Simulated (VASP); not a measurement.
# MgO (Fm-3m) in VASP: notebook

The runs below take MgO through single point, with LDA.

All numbers are computed with VASP 6.6.1; they aren't measurements. Logs are shortened: lines on timing, memory, paths and dates and some standing lists are left out, and cuts for length are marked.

## 1. The cell of the first run

It takes space group Fm-3m (No. 225, cubic). The conventional cell has a = 4.248 Å, b = 4.248 Å, c = 4.248 Å, α = 90.00°, β = 90.00°, γ = 90.00°. Mg (site symmetry m-3m) has 6 O at 2.12 Å within 2.8 Å. Within 2.8 Å of O (site symmetry m-3m) lie 6 Mg at 2.12 Å.

## 2. Single point, LDA

The input, INCAR:

```
SYSTEM = MgO
ALGO     = Normal         ! electronic algorithm
EDIFF    = 1E-6           ! SCF threshold, eV
ENCUT    = 840            ! plane-wave cutoff, eV
GGA      = CA             ! functional
GGA_COMPAT= .FALSE.      
ISIF     = 2              ! what is computed and relaxed
ISMEAR   = 0              ! smearing method
LASPH    = .TRUE.         ! aspherical terms in the spheres
LCHARG   = .FALSE.        ! write CHGCAR
LREAL    = .FALSE.        ! projectors in reciprocal space
LWAVE    = .FALSE.        ! write WAVECAR
NBANDS   = 15             ! bands
NELM     = 120            ! most SCF steps
PREC     = Accurate       ! precision mode
SIGMA    = 0.01           ! smearing width, eV
```

The input, KPOINTS:

```
k-points
0
G
  8 8 8
  0 0 0
```

The input, POSCAR:

```
MgO
1.0
    0.0000000000      2.1241500000      2.1241500000
    2.1241500000      0.0000000000      2.1241500000
    2.1241500000      2.1241500000      0.0000000000
Mg O
1 1
Direct
    0.0000000000      0.0000000000      0.0000000000
    0.5000000000      0.5000000000      0.5000000000
```

Potentials or basis: VASP PAW LDA potentials, release 64 (Mg_sv, O).

The run is started by

```console
$ cat potpaw_LDA.64/Mg_sv/POTCAR potpaw_LDA.64/O/POTCAR > POTCAR
$ mpirun -np 1 vasp_std > vasp.out
```

OUTCAR:

```text
SYSTEM = MgO
   EDIFF = 1E-6
   ENCUT = 840
   GGA = CA
   ISIF = 2
   ISMEAR = 0
   LASPH = .TRUE.
   LREAL = .FALSE.
   NELM = 120
   PREC = Accurate

 ion  position               nearest neighbor table
   1  0.000  0.000  0.000-   2 2.12   2 2.12   2 2.12   2 2.12   2 2.12   2 2.12
   2  0.500  0.500  0.500-   1 2.12   1 2.12   1 2.12   1 2.12   1 2.12   1 2.12

  LATTYP: Found a face centered cubic cell.
 ALAT       =     4.2483000000

  Lattice vectors:

 A1 = (   0.0000000000,   2.1241500000,   2.1241500000)
 A2 = (   2.1241500000,   0.0000000000,   2.1241500000)
 A3 = (   2.1241500000,   2.1241500000,   0.0000000000)

Analysis of symmetry for initial positions (statically):
=====================================================================
 Subroutine PRICEL returns:
 Original cell was already a primitive cell.

 Routine SETGRP: Setting up the symmetry group for a
 face centered cubic supercell.

 Subroutine GETGRP returns: Found 48 space group operations
 (whereof 48 operations were pure point group operations)
 out of a pool of 48 trial point group operations.

The static configuration has the point symmetry O_h .

Analysis of symmetry for dynamics (positions and initial velocities):
=====================================================================
 Subroutine PRICEL returns:
 Original cell was already a primitive cell.

 Routine SETGRP: Setting up the symmetry group for a
 face centered cubic supercell.

 Subroutine GETGRP returns: Found 48 space group operations
 (whereof 48 operations were pure point group operations)
 out of a pool of 48 trial point group operations.

The dynamic configuration has the point symmetry O_h .

 Subroutine INISYM returns: Found 48 space group operations
 (whereof 48 operations are pure point group operations),
 and found     1 'primitive' translations

----------------------------------------------------------------------------------------

                                     Primitive cell

  volume of cell :      19.1684

  direct lattice vectors                    reciprocal lattice vectors
     0.000000000  2.124150000  2.124150000    -0.235388273  0.235388273  0.235388273
     2.124150000  0.000000000  2.124150000     0.235388273 -0.235388273  0.235388273
     2.124150000  2.124150000  0.000000000     0.235388273  0.235388273 -0.235388273

  length of vectors
     3.004001739  3.004001739  3.004001739     0.407704448  0.407704448  0.407704448

  position of ions in fractional coordinates (direct lattice)
[... 90 lines left out ...]
   NELECT =      16.0000    total number of electrons
   NUPDOWN=      -1.0000    fix difference up-down
   EMIN   =  10.00;   EMAX   =-10.00  energy-range for DOS
   EFERMI =   0.00;   METHOD = LEGACY
   ISMEAR =     0;   SIGMA  =   0.01  broadening in eV -4-tet -1-fermi 0-gaus
   EFERMI_NEDOS =   21; number of points for ismear=-14 and -15
   IALGO  =     38    algorithm
   IMIX   =      4    mixing-type and parameters
     AMIX     =   0.40;   BMIX     =  1.00
     AMIX_MAG =   1.60;   BMIX_MAG =  1.00
  volume/ion in A,a.u.               =       9.58        64.68
  Fermi-wavevector in a.u.,A,eV,Ry     =   1.541415  2.912852 32.326911  2.375961
  Thomas-Fermi vector in A             =   2.647364
   LORBIT       =      0    0 simple, 1 ext, 2 COOP (PROOUT), +10 PAW based schemes
   GGA     = CA    functional components
   LHFCALC =     F    Hartree Fock is set to
   AEXX    =    0.0000 exact exchange contribution
   IVDW    =     0    specifies the selected vdW correction
   LEPSILON=     F    determine dielectric tensor
   LRPA    =     F    only Hartree local field effects (RPA)
 non-spin polarized calculation
 Gauss-broadening in eV      SIGMA  =   0.01
  energy-cutoff  :      840.00
  volume of cell :       19.17
 maximum number of plane-waves:      1068
   NGX = 15   NGY = 15   NGZ = 15

 number of electron      15.9999997 magnetization

 Free energy of the ion-electron system (eV)
  ---------------------------------------------------
  ext. energy  EPLUGINS =         0.00000000
  ---------------------------------------------------
  free energy    TOTEN  =       -13.20369297 eV

  energy without entropy =      -13.20369297  energy(sigma->0) =      -13.20369297

 E-fermi :   2.7018     XC(G=0): -11.8009

 val. band max:        2.3969547882   @ k =   0.0000   0.0000   0.0000
 cond. band min:       6.8199210660   @ k =   0.0000   0.0000   0.0000
 fundamental gap:      4.4229662777
 Fermi energy:         2.7017652080

 k-point     1 :       0.0000    0.0000    0.0000
  band No.  band energies     occupation
      1     -69.0263      2.00000
      2     -36.4901      2.00000
      3     -36.4901      2.00000
      4     -36.4901      2.00000
      5     -14.4563      2.00000
      6       2.3970      2.00000
      7       2.3970      2.00000
      8       2.3970      2.00000
      9       6.8199      0.00000
     10      17.7868      0.00000
     11      17.7868      0.00000
     12      17.7868      0.00000
     13      21.7462      0.00000
     14      23.3520      0.00000
[... 401 lines left out ...]
      2     -36.5588      2.00000
      3     -36.5186      2.00000
      4     -36.5054      2.00000
      5     -13.0060      2.00000
      6      -1.5647      2.00000
      7       0.4910      2.00000
      8       1.4258      2.00000
      9      11.7257      0.00000
     10      14.1569      0.00000
     11      15.3564      0.00000
     12      18.6890      0.00000
     13      22.3582      0.00000
     14      23.8081      0.00000
     15      27.8061      0.00000

 [... further k-points ...]

------------------------ aborting loop because EDIFF is reached ----------------------------------------

  FORCE on cell =-STRESS in cart. coord.  units (eV):
  Direction    XX          YY          ZZ          XY          YZ          ZX
  --------------------------------------------------------------------------------------
  -------------------------------------------------------------------------------------
  Total       -1.1006755     -1.1006755     -1.1006755      0.0000000      0.0000000     -0.0000000
  in kB      -91.9992587    -91.9992587    -91.9992587      0.0000000      0.0000000     -0.0000000
  external PRESSURE =     -91.9992587 kB  Pullay stress =       0.0000000 kB

 VOLUME and BASIS-vectors are now :
 -----------------------------------------------------------------------------
  energy-cutoff  :      840.00
  volume of cell :       19.17
      direct lattice vectors                 reciprocal lattice vectors
     0.000000000  2.124150000  2.124150000    -0.235388273  0.235388273  0.235388273
     2.124150000  0.000000000  2.124150000     0.235388273 -0.235388273  0.235388273
     2.124150000  2.124150000  0.000000000     0.235388273  0.235388273 -0.235388273

 POSITION                                       TOTAL-FORCE (eV/Angst)
 -----------------------------------------------------------------------------------
      0.00000      0.00000      0.00000        -0.000000      0.000000     -0.000000
      2.12415      2.12415      2.12415         0.000000     -0.000000      0.000000
 -----------------------------------------------------------------------------------
    total drift:                                0.000000      0.000000      0.000000

  FREE ENERGIE OF THE ION-ELECTRON SYSTEM (eV)
  ---------------------------------------------------
  free  energy   TOTEN  =       -13.2036929731 eV

  energy  without entropy=      -13.2036929731  energy(sigma->0) =      -13.20369297
```

OSZICAR:

```text
N       E                     dE             d eps       ncg     rms          rms(c)
DAV:   1     0.156637215291E+03    0.15664E+03   -0.13623E+04   870   0.178E+03
DAV:   2    -0.900038000780E+01   -0.16564E+03   -0.15705E+03  1003   0.429E+02
DAV:   3    -0.147295215867E+02   -0.57291E+01   -0.57008E+01  1134   0.768E+01
DAV:   4    -0.148083820268E+02   -0.78860E-01   -0.78852E-01   989   0.930E+00
DAV:   5    -0.148095663165E+02   -0.11843E-02   -0.11843E-02  1108   0.947E-01    0.848E+00
DAV:   6    -0.132736242862E+02    0.15359E+01   -0.24936E+00   926   0.149E+01    0.287E+00
DAV:   7    -0.132336498791E+02    0.39974E-01   -0.12925E-01  1038   0.333E+00    0.170E+00
DAV:   8    -0.132046776593E+02    0.28972E-01   -0.45694E-02  1094   0.214E+00    0.324E-01
DAV:   9    -0.132036597170E+02    0.10179E-02   -0.33367E-03   982   0.505E-01    0.804E-02
DAV:  10    -0.132037046605E+02   -0.44943E-04   -0.15667E-04  1080   0.164E-01    0.424E-02
DAV:  11    -0.132036931043E+02    0.11556E-04   -0.18175E-05  1045   0.508E-02    0.365E-03
DAV:  12    -0.132036929731E+02    0.13119E-06   -0.44292E-07   701   0.100E-02
   1 F= -.13203693E+02 E0= -.13203693E+02  d E =0.000000E+00
```

Run time: 13 s. Hardware: 1 thread of AMD EPYC 7R43 (Zen 3), shared host; peak memory 0.11 GiB.

What came out:

```yaml
Free_energy: -13.2037 eV
Pressure: -9.2 GPa
Band_gap_on_the_k_mesh: 4.42 eV
```

Caveat: the cell stands under tension.

## 3. Single point, LDA

The input, INCAR:

```
PREC     = Accurate       # precision mode
ENCUT    = 840            # plane-wave cutoff, eV
EDIFF    = 1E-6           # SCF threshold, eV
ISMEAR   = 0              # smearing method
SIGMA    = 0.05           # smearing width, eV
LREAL    = F              # projectors in reciprocal space
LASPH    = T              # aspherical terms in the spheres
NELM     = 120            # most SCF steps
ALGO     = Normal         # electronic algorithm
ISIF     = 2              # what is computed and relaxed
LWAVE    = F              # write WAVECAR
LCHARG   = F              # write CHGCAR
GGA      = CA             # functional
NBANDS   = 15             # bands
GGA_COMPAT= F
```

The input, KPOINTS:

```
regular mesh
0
Gamma
  8 8 8
```

POSCAR is that of step 2.

Potentials or basis: VASP PAW LDA potentials, release 64 (Mg_sv, O).

The run is started by

```console
$ cat potpaw_LDA.64/Mg_sv/POTCAR potpaw_LDA.64/O/POTCAR > POTCAR
$ mpirun -np 1 vasp_std > vasp.out
```

OUTCAR:

```text
PREC = Accurate
   ENCUT = 840
   EDIFF = 1E-6
   ISMEAR = 0
   LREAL = F
   LASPH = T
   NELM = 120
   ISIF = 2
   GGA = CA

 ion  position               nearest neighbor table
   1  0.000  0.000  0.000-   2 2.12   2 2.12   2 2.12   2 2.12   2 2.12   2 2.12
   2  0.500  0.500  0.500-   1 2.12   1 2.12   1 2.12   1 2.12   1 2.12   1 2.12

  LATTYP: Found a face centered cubic cell.
 ALAT       =     4.2483000000

  Lattice vectors:

 A1 = (   0.0000000000,   2.1241500000,   2.1241500000)
 A2 = (   2.1241500000,   0.0000000000,   2.1241500000)
 A3 = (   2.1241500000,   2.1241500000,   0.0000000000)

Analysis of symmetry for initial positions (statically):
=====================================================================
 Subroutine PRICEL returns:
 Original cell was already a primitive cell.

 Routine SETGRP: Setting up the symmetry group for a
 face centered cubic supercell.

 Subroutine GETGRP returns: Found 48 space group operations
 (whereof 48 operations were pure point group operations)
 out of a pool of 48 trial point group operations.

The static configuration has the point symmetry O_h .

Analysis of symmetry for dynamics (positions and initial velocities):
=====================================================================
 Subroutine PRICEL returns:
 Original cell was already a primitive cell.

 Routine SETGRP: Setting up the symmetry group for a
 face centered cubic supercell.

 Subroutine GETGRP returns: Found 48 space group operations
 (whereof 48 operations were pure point group operations)
 out of a pool of 48 trial point group operations.

The dynamic configuration has the point symmetry O_h .

 Subroutine INISYM returns: Found 48 space group operations
 (whereof 48 operations are pure point group operations),
 and found     1 'primitive' translations

----------------------------------------------------------------------------------------

                                     Primitive cell

  volume of cell :      19.1684

  direct lattice vectors                    reciprocal lattice vectors
     0.000000000  2.124150000  2.124150000    -0.235388273  0.235388273  0.235388273
     2.124150000  0.000000000  2.124150000     0.235388273 -0.235388273  0.235388273
     2.124150000  2.124150000  0.000000000     0.235388273  0.235388273 -0.235388273

  length of vectors
     3.004001739  3.004001739  3.004001739     0.407704448  0.407704448  0.407704448

  position of ions in fractional coordinates (direct lattice)
     0.000000000  0.000000000  0.000000000
     0.500000000  0.500000000  0.500000000

  ion indices of the primitive-cell ions
   primitive index   ion index
                 1           1
                 2           2

----------------------------------------------------------------------------------------

 KPOINTS: regular mesh

Automatic generation of k-mesh.
 Grid dimensions read from file:
 generate k-points for:    8    8    8

 Generating k-lattice:

  Cartesian coordinates                     Fractional coordinates (reciprocal lattice)
    -0.029423534  0.029423534  0.029423534     0.125000000  0.000000000  0.000000000
     0.029423534 -0.029423534  0.029423534     0.000000000  0.125000000  0.000000000
     0.029423534  0.029423534 -0.029423534     0.000000000  0.000000000  0.125000000

  Length of vectors
     0.050963056  0.050963056  0.050963056

  Shift w.r.t. Gamma in fractional coordinates (k-lattice)
[... 36 lines left out ...]
   total plane-waves  NPLWV =  21952
   dimension x,y,z NGX =    28 NGY =   28 NGZ =   28
   dimension x,y,z NGXF=    56 NGYF=   56 NGZF=   56
   ions per type =               1   1
   NGX,Y,Z   is equivalent  to a cutoff of  15.50, 15.50, 15.50 a.u.
   NGXF,Y,Z  is equivalent  to a cutoff of  30.99, 30.99, 30.99 a.u.
 SYSTEM =  unknown system
   PREC   = accura    normal or accurate (medium, high low for compatibility)
   ISTART =      0    job   : 0-new  1-cont  2-samecut
   ICHARG =      2    charge: 1-file 2-atom 10-const
   ISPIN  =      1    spin polarized calculation?
   LNONCOLLINEAR =      F non collinear calculations
   LSORBIT =      F    spin-orbit coupling
   LASPH  =      T    aspherical Exc in radial PAW
   ENCUT  =  840.0 eV  61.74 Ry    7.86 a.u.   7.10  7.10  7.10*2*pi/ulx,y,z
   NELM   =    120;   NELMIN=  2; NELMDL= -5     # of ELM steps
   EDIFF  = 0.1E-05   stopping-criterion for ELM
   LREAL  =      F    real-space projection
   EDIFFG = 0.1E-04   stopping-criterion for IOM
   NSW    =      0    number of steps for IOM
   IBRION =     -1    ionic relax: 0-MD 1-quasi-New 2-CG
   NFREE  =      0    steps in history (QN), initial steepest desc. (CG)
   ISIF   =      2    stress and relaxation
   ISYM   =      2    0-nonsym 1-usesym 2-fastsym
   POTIM  = 0.5000    time-step for ionic-motion
   TEBEG  =    0.0;   TEEND  =   0.0 temperature during run
   PSTRESS=    0.0 pullay stress
   NELECT =      16.0000    total number of electrons
   NUPDOWN=      -1.0000    fix difference up-down
   EMIN   =  10.00;   EMAX   =-10.00  energy-range for DOS
   EFERMI =   0.00;   METHOD = LEGACY
   ISMEAR =     0;   SIGMA  =   0.05  broadening in eV -4-tet -1-fermi 0-gaus
   EFERMI_NEDOS =   21; number of points for ismear=-14 and -15
   IALGO  =     38    algorithm
   IMIX   =      4    mixing-type and parameters
     AMIX     =   0.40;   BMIX     =  1.00
     AMIX_MAG =   1.60;   BMIX_MAG =  1.00
  volume/ion in A,a.u.               =       9.58        64.68
  Fermi-wavevector in a.u.,A,eV,Ry     =   1.541415  2.912852 32.326911  2.375961
  Thomas-Fermi vector in A             =   2.647364
   LORBIT       =      0    0 simple, 1 ext, 2 COOP (PROOUT), +10 PAW based schemes
   GGA     = CA    functional components
   LHFCALC =     F    Hartree Fock is set to
   AEXX    =    0.0000 exact exchange contribution
   IVDW    =     0    specifies the selected vdW correction
   LEPSILON=     F    determine dielectric tensor
   LRPA    =     F    only Hartree local field effects (RPA)
 non-spin polarized calculation
 Gauss-broadening in eV      SIGMA  =   0.05
  energy-cutoff  :      840.00
  volume of cell :       19.17
 maximum number of plane-waves:      1068
   NGX = 15   NGY = 15   NGZ = 15

 number of electron      15.9999997 magnetization

 Free energy of the ion-electron system (eV)
  ---------------------------------------------------
  ext. energy  EPLUGINS =         0.00000000
  ---------------------------------------------------
  free energy    TOTEN  =       -13.20369297 eV

  energy without entropy =      -13.20369297  energy(sigma->0) =      -13.20369297

 E-fermi :   2.7018     XC(G=0): -11.8009

 val. band max:        2.3969547882   @ k =   0.0000   0.0000   0.0000
 cond. band min:       6.8199210660   @ k =   0.0000   0.0000   0.0000
 fundamental gap:      4.4229662777
 Fermi energy:         2.7017652080

 k-point     1 :       0.0000    0.0000    0.0000
  band No.  band energies     occupation
      1     -69.0263      2.00000
      2     -36.4901      2.00000
      3     -36.4901      2.00000
      4     -36.4901      2.00000
      5     -14.4563      2.00000
      6       2.3970      2.00000
      7       2.3970      2.00000
      8       2.3970      2.00000
      9       6.8199      0.00000
     10      17.7868      0.00000
     11      17.7868      0.00000
     12      17.7868      0.00000
     13      21.7462      0.00000
     14      23.3520      0.00000
[... 401 lines left out ...]
      2     -36.5588      2.00000
      3     -36.5186      2.00000
      4     -36.5054      2.00000
      5     -13.0060      2.00000
      6      -1.5647      2.00000
      7       0.4910      2.00000
      8       1.4258      2.00000
      9      11.7257      0.00000
     10      14.1569      0.00000
     11      15.3564      0.00000
     12      18.6890      0.00000
     13      22.3582      0.00000
     14      23.8081      0.00000
     15      27.8061      0.00000

 [... further k-points ...]

------------------------ aborting loop because EDIFF is reached ----------------------------------------

  FORCE on cell =-STRESS in cart. coord.  units (eV):
  Direction    XX          YY          ZZ          XY          YZ          ZX
  --------------------------------------------------------------------------------------
  -------------------------------------------------------------------------------------
  Total       -1.1006755     -1.1006755     -1.1006755      0.0000000      0.0000000     -0.0000000
  in kB      -91.9992587    -91.9992587    -91.9992587      0.0000000      0.0000000     -0.0000000
  external PRESSURE =     -91.9992587 kB  Pullay stress =       0.0000000 kB

 VOLUME and BASIS-vectors are now :
 -----------------------------------------------------------------------------
  energy-cutoff  :      840.00
  volume of cell :       19.17
      direct lattice vectors                 reciprocal lattice vectors
     0.000000000  2.124150000  2.124150000    -0.235388273  0.235388273  0.235388273
     2.124150000  0.000000000  2.124150000     0.235388273 -0.235388273  0.235388273
     2.124150000  2.124150000  0.000000000     0.235388273  0.235388273 -0.235388273

 POSITION                                       TOTAL-FORCE (eV/Angst)
 -----------------------------------------------------------------------------------
      0.00000      0.00000      0.00000        -0.000000      0.000000     -0.000000
      2.12415      2.12415      2.12415         0.000000     -0.000000      0.000000
 -----------------------------------------------------------------------------------
    total drift:                                0.000000      0.000000      0.000000

  FREE ENERGIE OF THE ION-ELECTRON SYSTEM (eV)
  ---------------------------------------------------
  free  energy   TOTEN  =       -13.2036929731 eV

  energy  without entropy=      -13.2036929731  energy(sigma->0) =      -13.20369297
```

Wall time 11 s (1 thread of AMD EPYC 7R13 (Zen 3), shared host); peak memory 0.11 GiB.

Results:

| Property | Result |
| --- | --- |
| Free energy | -13.2037 eV |
| Pressure | -9.2 GPa |
| Band gap on the k mesh | 4.42 eV |

Caveat: the cell stands under tension.
